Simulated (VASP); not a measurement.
**Hg: single point with PBEsol+D3(BJ)**

The system is Hg.

```
CELL_PARAMETERS angstrom
3.31180 0.00000 0.00000
-1.65590 2.86810 0.00000
0.00000 0.00000 4.50940
ATOMIC_POSITIONS crystal
Hg 0.66667 0.33333 0.75000
Hg 0.33333 0.66667 0.25000
```

- Program: VASP 6.6.1
- Task: single point
- Functional: PBEsol
- Dispersion: D3(BJ)
- Potentials or basis: VASP PAW PBE potentials, release 64 (Hg)
- Cutoff: 520 eV
- k mesh: 18 × 18 × 10
- Occupations: gaussian, width 0.15 eV
- Spin: no spin polarisation

```yaml
Pressure: 2.8 GPa
Band_gap_on_the_k_mesh: zero (bands 12 and 13 overlap by 1.81 eV)
Dispersion_energy_per_atom: -0.468 eV
```

Stress tensor (GPa, compression positive):
```
2.22 0.00 0.00
0.00 2.22 0.00
0.00 0.00 3.99
```

Levels at points of the mesh, in eV from the Fermi level:
```
           k point  band 10  band 11  band 12  band 13  band 14  band 15
(0.00, 0.00, 0.00)    -6.06    -6.06    -1.02     0.79    10.70    10.70
(0.50, 0.00, 0.00)    -5.72    -3.44    -3.40     4.39     4.57     4.73
(0.00, 0.00, 0.50)    -6.27    -6.27    -6.27    10.90    10.90    12.01
(0.50, 0.00, 0.50)    -6.22    -2.06    -2.06    -0.36    -0.36     8.57
```

Run time: 4.9 min on 1 thread of Intel Xeon 8259CL, on a shared host, peak memory 0.29 GiB.

Caveat: the PAW data sets were made with another functional, which shifts forces and pressure a little; spin-orbit coupling is left out, which moves the levels of the heavy elements.
